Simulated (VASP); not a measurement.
# LiCl (P6_3/mmc) in VASP: further runs

Runs on LiCl. Level: PBE. Tasks: single point.

Program: VASP 6.6.1. These are calculated values, not measurements. Logs are shortened: lines on timing, memory, paths and dates and some standing lists are left out, and cuts for length are marked.

## Step 1: The cell of the first run

It takes space group P6_3/mmc (No. 194, hexagonal). The conventional cell has a = 3.957 Å, b = 3.957 Å, c = 5.491 Å, α = 90.00°, β = 90.00°, γ = 120.00°. Li (site symmetry -6m2) has 5 Cl at 2.28 to 2.75 Å within 3.0 Å. Cl (site symmetry -6m2) has 5 Li at 2.28 to 2.75 Å within 3.0 Å.

## Step 2: Single point, PBE (epitaxial xy strain -4.9%)

Input file INCAR:

```
PREC     = Accurate       # precision mode
ENCUT    = 520            # plane-wave cutoff, eV
EDIFF    = 1E-7           # SCF threshold, eV
ISMEAR   = -1             # smearing method
SIGMA    = 0.02           # smearing width, eV
LREAL    = F              # projectors in reciprocal space
LASPH    = T              # aspherical terms in the spheres
NELM     = 100            # most SCF steps
ALGO     = Normal         # electronic algorithm
ISIF     = 2              # what is computed and relaxed
LWAVE    = F              # write WAVECAR
LCHARG   = T              # write CHGCAR
GGA      = PE             # functional
LELF     = T              # ELF
LVHAR    = T            
NBANDS   = 18             # bands
```

Input file KPOINTS:

```
Automatic mesh
0
Gamma
  12 12 6
```

Input file POSCAR:

```
LiCl
1.0
    3.9571094246      0.0000000000      0.0000000000
   -1.9785547123      3.4269572872      0.0000000000
    0.0000000000      0.0000000000      5.4912653896
Li Cl
2 2
Direct
    0.3333333333      0.6666666667      0.2500000000
    0.6666666667      0.3333333333      0.7500000000
    0.6666666667      0.3333333333      0.2500000000
    0.3333333333      0.6666666667      0.7500000000
```

Potentials or basis: VASP PAW PBE potentials, release 64 (Li_sv, Cl).

Run with:

```bash
$ cat potpaw_PBE.64/Li_sv/POTCAR potpaw_PBE.64/Cl/POTCAR > POTCAR
$ mpirun -np 1 vasp_std > vasp.out
```

OUTCAR:

```text
PREC = Accurate
   ENCUT = 520
   EDIFF = 1E-7
   ISMEAR = -1
   LREAL = F
   LASPH = T
   NELM = 100
   ISIF = 2
   GGA = PE

 ion  position               nearest neighbor table
   1  0.333  0.667  0.250-   3 2.28   3 2.28   3 2.28
   2  0.667  0.333  0.750-   4 2.28   4 2.28   4 2.28
   3  0.667  0.333  0.250-   1 2.28   1 2.28   1 2.28
   4  0.333  0.667  0.750-   2 2.28   2 2.28   2 2.28

  LATTYP: Found a hexagonal cell.
 ALAT       =     3.9571094246
 C/A-ratio  =     1.3876961187

  Lattice vectors:

 A1 = (   3.9571094246,   0.0000000000,   0.0000000000)
 A2 = (  -1.9785547123,   3.4269572872,   0.0000000000)
 A3 = (   0.0000000000,   0.0000000000,   5.4912653896)

Analysis of symmetry for initial positions (statically):
=====================================================================
 Subroutine PRICEL returns:
 Original cell was already a primitive cell.

 Routine SETGRP: Setting up the symmetry group for a
 hexagonal supercell.

 Subroutine GETGRP returns: Found 24 space group operations
 (whereof 12 operations were pure point group operations)
 out of a pool of 24 trial point group operations.

The static configuration has the point symmetry D_3d.
 The point group associated with its full space group is D_6h.

Analysis of symmetry for dynamics (positions and initial velocities):
=====================================================================
 Subroutine PRICEL returns:
 Original cell was already a primitive cell.

 Routine SETGRP: Setting up the symmetry group for a
 hexagonal supercell.

 Subroutine GETGRP returns: Found 24 space group operations
 (whereof 12 operations were pure point group operations)
 out of a pool of 24 trial point group operations.

The dynamic configuration has the point symmetry D_3d.
 The point group associated with its full space group is D_6h.

 Subroutine INISYM returns: Found 24 space group operations
 (whereof 12 operations are pure point group operations),
 and found     1 'primitive' translations

----------------------------------------------------------------------------------------

                                     Primitive cell

  volume of cell :      74.4662

  direct lattice vectors                    reciprocal lattice vectors
     3.957109425  0.000000000  0.000000000     0.252709716  0.145902023  0.000000000
[... 82 lines left out ...]
   ISTART =      0    job   : 0-new  1-cont  2-samecut
   ICHARG =      2    charge: 1-file 2-atom 10-const
   ISPIN  =      1    spin polarized calculation?
   LNONCOLLINEAR =      F non collinear calculations
   LSORBIT =      F    spin-orbit coupling
   LASPH  =      T    aspherical Exc in radial PAW
   ENCUT  =  520.0 eV  38.22 Ry    6.18 a.u.   7.36  7.36 10.21*2*pi/ulx,y,z
   NELM   =    100;   NELMIN=  2; NELMDL= -5     # of ELM steps
   EDIFF  = 0.1E-06   stopping-criterion for ELM
   LREAL  =      F    real-space projection
   EDIFFG = 0.1E-05   stopping-criterion for IOM
   NSW    =      0    number of steps for IOM
   IBRION =     -1    ionic relax: 0-MD 1-quasi-New 2-CG
   NFREE  =      0    steps in history (QN), initial steepest desc. (CG)
   ISIF   =      2    stress and relaxation
   ISYM   =      2    0-nonsym 1-usesym 2-fastsym
   POTIM  = 0.5000    time-step for ionic-motion
   TEBEG  =    0.0;   TEEND  =   0.0 temperature during run
   PSTRESS=    0.0 pullay stress
   NELECT =      20.0000    total number of electrons
   NUPDOWN=      -1.0000    fix difference up-down
   EMIN   =  10.00;   EMAX   =-10.00  energy-range for DOS
   EFERMI =   0.00;   METHOD = LEGACY
   ISMEAR =    -1;   SIGMA  =   0.02  broadening in eV -4-tet -1-fermi 0-gaus
   EFERMI_NEDOS =   21; number of points for ismear=-14 and -15
   IALGO  =     38    algorithm
   IMIX   =      4    mixing-type and parameters
     AMIX     =   0.40;   BMIX     =  1.00
     AMIX_MAG =   1.60;   BMIX_MAG =  1.00
  volume/ion in A,a.u.               =      18.62       125.63
  Fermi-wavevector in a.u.,A,eV,Ry     =   1.056246  1.996016 15.179418  1.115656
  Thomas-Fermi vector in A             =   2.191475
   LORBIT       =      0    0 simple, 1 ext, 2 COOP (PROOUT), +10 PAW based schemes
   GGA     = PE    functional components
   LHFCALC =     F    Hartree Fock is set to
   AEXX    =    0.0000 exact exchange contribution
   IVDW    =     0    specifies the selected vdW correction
   LEPSILON=     F    determine dielectric tensor
   LRPA    =     F    only Hartree local field effects (RPA)
 non-spin polarized calculation
  energy-cutoff  :      520.00
  volume of cell :       74.47
 maximum number of plane-waves:      2043
 NGX is ok and might be reduce to    30
   NGX = 15   NGY = 15   NGZ = 21

 number of electron      20.0000001 magnetization

 Free energy of the ion-electron system (eV)
  ---------------------------------------------------
  ext. energy  EPLUGINS =         0.00000000
  ---------------------------------------------------
  free energy    TOTEN  =       -14.69651720 eV

  energy without entropy =      -14.69651720  energy(sigma->0) =      -14.69651720

 E-fermi :   0.4890     XC(G=0):  -8.1184

 val. band max:        0.0636540936   @ k =   0.0000   0.0000   0.0000
 cond. band min:       5.8454450580   @ k =   0.0000   0.0000   0.0000
 fundamental gap:      5.7817909645
 Fermi energy:         0.4889756585

 k-point     1 :       0.0000    0.0000    0.0000
  band No.  band energies     occupation
      1     -43.3753      2.00000
      2     -43.3718      2.00000
      3     -13.4968      2.00000
      4     -12.8129      2.00000
      5      -2.9754      2.00000
      6      -1.3361      2.00000
[... 481 lines left out ...]
      5      -2.5049      2.00000
      6      -1.9496      2.00000
[... 10 lines left out ...]
     17      11.5205      0.00000
     18      11.8046      0.00000

 [... further k-points ...]
[... 5 lines left out ...]
  --------------------------------------------------------------------------------------
  -------------------------------------------------------------------------------------
  Total        1.8699888      1.8699888      0.3297169      0.0000000      0.0000000      0.0000000
  in kB       40.2337394     40.2337394      7.0940232      0.0000000      0.0000000      0.0000000
  external PRESSURE =      29.1871673 kB  Pullay stress =       0.0000000 kB

 VOLUME and BASIS-vectors are now :
 -----------------------------------------------------------------------------
  energy-cutoff  :      520.00
  volume of cell :       74.47
      direct lattice vectors                 reciprocal lattice vectors
     3.957109425  0.000000000  0.000000000     0.252709716  0.145902023  0.000000000
    -1.978554712  3.426957287  0.000000000     0.000000000  0.291804045  0.000000000
     0.000000000  0.000000000  5.491265390     0.000000000  0.000000000  0.182107389

 POSITION                                       TOTAL-FORCE (eV/Angst)
 -----------------------------------------------------------------------------------
     -0.00000      2.28464      1.37282        -0.000000      0.000000      0.000000
      1.97855      1.14232      4.11845        -0.000000     -0.000000      0.000000
      1.97855      1.14232      1.37282        -0.000000     -0.000000      0.000000
     -0.00000      2.28464      4.11845         0.000000      0.000000      0.000000
 -----------------------------------------------------------------------------------
    total drift:                               -0.000000      0.000000      0.000000

  FREE ENERGIE OF THE ION-ELECTRON SYSTEM (eV)
  ---------------------------------------------------
  free  energy   TOTEN  =       -14.6965172049 eV

  energy  without entropy=      -14.6965172049  energy(sigma->0) =      -14.69651720
```

OSZICAR:

```text
N       E                     dE             d eps       ncg     rms          rms(c)
DAV:   1     0.132572107053E+03    0.13257E+03   -0.89651E+03  2736   0.108E+03
DAV:   2    -0.245350735463E-02   -0.13257E+03   -0.12757E+03  3366   0.240E+02
DAV:   3    -0.144862077818E+02   -0.14484E+02   -0.14409E+02  4880   0.675E+01
DAV:   4    -0.148931365533E+02   -0.40693E+00   -0.40542E+00  3882   0.128E+01
DAV:   5    -0.149179782512E+02   -0.24842E-01   -0.24835E-01  4204   0.251E+00    0.335E+00
DAV:   6    -0.146802744789E+02    0.23770E+00   -0.38636E-01  3300   0.295E+00    0.250E+00
DAV:   7    -0.146775836678E+02    0.26908E-02   -0.14412E-01  3700   0.182E+00    0.148E+00
DAV:   8    -0.146956296587E+02   -0.18046E-01   -0.26897E-02  3188   0.101E+00    0.302E-01
DAV:   9    -0.146955807171E+02    0.48942E-04   -0.11054E-03  3982   0.211E-01    0.835E-02
DAV:  10    -0.146964858081E+02   -0.90509E-03   -0.98640E-04  3004   0.187E-01    0.115E-02
DAV:  11    -0.146965053988E+02   -0.19591E-04   -0.24176E-05  3832   0.321E-02    0.146E-02
DAV:  12    -0.146965176016E+02   -0.12203E-04   -0.13771E-05  2972   0.218E-02    0.557E-03
DAV:  13    -0.146965172197E+02    0.38187E-06   -0.26196E-07  4088   0.321E-03    0.309E-03
DAV:  14    -0.146965171139E+02    0.10583E-06   -0.99761E-08  2556   0.202E-03    0.456E-04
DAV:  15    -0.146965172049E+02   -0.90985E-07   -0.97375E-09  1826   0.701E-04
   1 F= -.14696517E+02 E0= -.14696517E+02  d E =-.114198E-11
```

Wall time 70 s (1 thread of Intel Xeon Platinum 8488C (Sapphire Rapids), shared host); peak memory 0.22 GiB.

Results:

| Item | Value |
| --- | --- |
| Free energy | -14.6965 eV |
| Band gap on the k mesh | 5.78 eV, direct |

Levels at points of the mesh, in eV from the valence-band top:
```tsv
k point	band 6	band 7	band 8	band 9	band 10	band 11	band 12	band 13	band 14	band 15
(0.00, 0.00, 0.00)	-1.40	-1.40	-0.79	-0.79	0.00	5.78	8.20	8.92	8.92	10.08
(0.50, 0.00, 0.00)	-1.99	-1.94	-1.83	-1.00	-0.99	7.43	8.34	8.50	10.53	10.72
(0.00, 0.00, 0.50)	-1.65	-1.10	-1.10	-1.10	-1.10	7.67	7.67	9.05	9.05	9.05
(0.50, 0.00, 0.50)	-2.71	-1.53	-1.53	-0.73	-0.73	7.12	7.12	8.98	8.98	11.97
```

Caveat: the cell differs from its parent crystal (epitaxial xy strain -4.9%); the cutoff is under 1.25 times the usual one of these potentials, so pressure, stress and relaxed cells hold a basis-set (Pulay) error. A k mesh can miss the band edges.

[end of part 1 of 2]
